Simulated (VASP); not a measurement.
Write the native input for VASP 6.6.1 that does the following.

* Task: single point
* Functional: r2SCAN
* Potentials or basis: VASP PAW PBE potentials, release 64 (Lu)
* Cutoff: 520 eV
* k mesh: 5 × 5 × 3
* Occupations: fermi-dirac, width 0.05 eV
* Spin: no spin polarisation
* Dipole correction: no
* Further INCAR settings: ALGO = Normal; EDIFF = 1e-06; NBANDS = 32

Crystal: Lu.

```xyz
2
Lattice="3.5031 0.0000 0.0000 -1.7515 3.0338 0.0000 0.0000 0.0000 5.5509" Properties=species:S:1:pos:R:3 pbc="T T T"
Lu    1.7516    1.0113    4.1632
Lu    0.0000    2.0225    1.3877
```

One way to write it, as run:

POSCAR

```
Lu
1.0
    3.5031000000      0.0000000000      0.0000000000
   -1.7515500000      3.0337735920      0.0000000000
    0.0000000000      0.0000000000      5.5509000000
Lu
2
Direct
    0.6666666667      0.3333333333      0.7500000000
    0.3333333333      0.6666666667      0.2500000000
```

INCAR.step1

```
ALGO = Normal ; EDIFF = 1E-4
ENCUT = 520 ; GGA = PE
ISMEAR = -1 ; LASPH = True
LCHARG = False ; LREAL = False
LWAVE = True ; NBANDS = 32
NELM = 100 ; PREC = Accurate
SIGMA = 0.05
```

INCAR.step2

```
ALGO = Normal ; EDIFF = 1E-6
ENCUT = 520 ; ISIF = 2
ISMEAR = -1 ; ISTART = 1
LASPH = True ; LCHARG = True
LELF = True ; LMIXTAU = True
LREAL = False ; LVHAR = True
LWAVE = False ; METAGGA = R2SCAN
NBANDS = 32 ; NELM = 100
PREC = Accurate ; SIGMA = 0.05
```

KPOINTS

```
k-points
0
Gamma
  5 5 3
```

Potentials or basis: VASP PAW PBE potentials, release 64 (Lu).

Run with:

```sh
$ cat potpaw_PBE.64/Lu/POTCAR > POTCAR
$ cp INCAR.step1 INCAR
$ mpirun -np 1 vasp_std > vasp.out
$ cp INCAR.step2 INCAR
$ mpirun -np 1 vasp_std > vasp.out
```

It gave:

```yaml
Pressure: 0.1 GPa
Band_gap_on_the_k_mesh: zero (band 25 reaches 2.83 eV, above the bottom of band 26 at 1.58 eV)
```

Caveat: the k points lie up to 0.41 Å⁻¹ apart; the PAW data sets were made with another functional, which shifts forces and pressure a little; spin-orbit coupling is left out, which moves the levels of the heavy elements.

Run time: 55 s on 1 thread of Intel(R) Xeon(R) 6975P-C (Granite Rapids), on a shared host, peak memory 0.19 GiB.
